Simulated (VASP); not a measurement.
Wanted: the native input for a VASP 6.6.1 run.

| Property | Result |
| --- | --- |
| Task | single point |
| Functional | r2SCAN |
| Potentials or basis | VASP PAW PBE potentials, release 64 (Li_sv, F) |
| Cutoff | 520 eV |
| k mesh | 10 × 10 × 10 |
| Occupations | gaussian, width 0.05 eV |
| Spin | no spin polarisation |
| Dipole correction | no |
| Further INCAR settings | ALGO = Normal; EDIFF = 1e-06; NBANDS = 12 |

The system is LiF.

```xyz
2
Lattice="0.0000 2.0140 2.0140 2.0140 0.0000 2.0140 2.0140 2.0140 0.0000" Properties=species:S:1:pos:R:3 pbc="T T T"
Li    0.0000   -0.0619   -0.0619
F     2.0140    2.0140    2.0140
```

This cell differs from its parent crystal: all Li atoms moved +0.087 Å, as atom 1 towards its neighbour atom 1 (Li) at 2.848 Å.

These files were run (other wordings do the same):

POSCAR

```
LiF
1.0
    0.0000000000      2.0140000000      2.0140000000
    2.0140000000      0.0000000000      2.0140000000
    2.0140000000      2.0140000000      0.0000000000
Li F
1 1
Direct
   -0.0307208755      0.0000000000      0.0000000000
    0.5000000000      0.5000000000      0.5000000000
```

INCAR.step1

```
PREC = Accurate
ENCUT = 520
ISMEAR = 0
SIGMA = 0.05
LREAL = F
LASPH = T
NELM = 60
NBANDS = 12
GGA = PE
ALGO = Normal
EDIFF = 1E-4
LWAVE = T
LCHARG = F
```

INCAR.step2

```
PREC = Accurate
ENCUT = 520
EDIFF = 1E-6
ISMEAR = 0
SIGMA = 0.05
LREAL = F
LASPH = T
NELM = 60
ALGO = Normal
ISIF = 2
LWAVE = F
LCHARG = F
METAGGA = R2SCAN
LMIXTAU = T
NBANDS = 12
ISTART = 1
```

KPOINTS

```
regular mesh
0
Gamma
  10 10 10
```

Potentials or basis: VASP PAW PBE potentials, release 64 (Li_sv, F).

Launch:

```bash
$ cat potpaw_PBE.64/Li_sv/POTCAR potpaw_PBE.64/F/POTCAR > POTCAR
$ cp INCAR.step1 INCAR
$ mpirun -np 1 vasp_std > vasp.out
$ cp INCAR.step2 INCAR
$ mpirun -np 1 vasp_std > vasp.out
```

It gave:

* Largest force: 0.150 eV/Å
* Band gap on the k mesh: 10.25 eV

Caveat: the cell differs from its parent crystal (all Li atoms moved +0.087 Å, as atom 1 towards its neighbour atom 1 (Li) at 2.848 Å); the PAW data sets were made with another functional, which shifts forces and pressure a little.

Wall time 55 s on 1 thread of Intel(R) Xeon(R) Platinum 8559C (Emerald Rapids), on a shared host, peak memory 0.15 GiB.
